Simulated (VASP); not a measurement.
Input of a VASP 6.6.1 run:

The input INCAR:

```
SYSTEM = Zr
  ALGO = Normal
  EDIFF = 1E-7
  EDIFFG = -0.05
  ENCUT = 600
  GGA = PE
  IBRION = 2
  ISIF = 3
  ISMEAR = 0
  LASPH = .True.
  LCHARG = .False.
  LREAL = .False.
  LWAVE = .False.
  NELM = 80
  NSW = 80
  PREC = Accurate
  SIGMA = 0.1
```

KPOINTS

```
k-points
0
Gamma
  6 6 4
  0 0 0
```

POSCAR

```
Zr
1.0
    3.1275633157      0.0000000000      0.0000000000
   -1.5637816579      2.7085492834      0.0000000000
    0.0000000000      0.0000000000      4.9499268093
Zr
2
Direct
    0.3333333333      0.6666666667      0.2500000000
    0.6666666667      0.3333333333      0.7500000000
```

Potentials or basis: VASP PAW PBE potentials, release 64 (Zr_sv).

The run is started by

```console
$ cat potpaw_PBE.64/Zr_sv/POTCAR > POTCAR
$ mpirun -np 1 vasp_std > vasp.out
```

Problem. Predict the space group after relaxing (to 0.05 Å).

Solution. P6_3/mmc (No. 194).

Problem. What does it give for the relaxed cell?

Solution. a = 3.222 Å, b = 3.222 Å, c = 5.191 Å, α = 90.00°, β = 90.00°, γ = 120.00°.

Final structure:
```
CELL_PARAMETERS angstrom
3.22164 0.00000 0.00000
-1.61082 2.79002 0.00000
0.00000 0.00000 5.19073
ATOMIC_POSITIONS crystal
Zr 0.33333 0.66667 0.25000
Zr 0.66667 0.33333 0.75000
```

Caveat: the k points lie up to 0.38 Å⁻¹ apart in the final cell. Zero-point motion and thermal expansion aren't in these numbers.
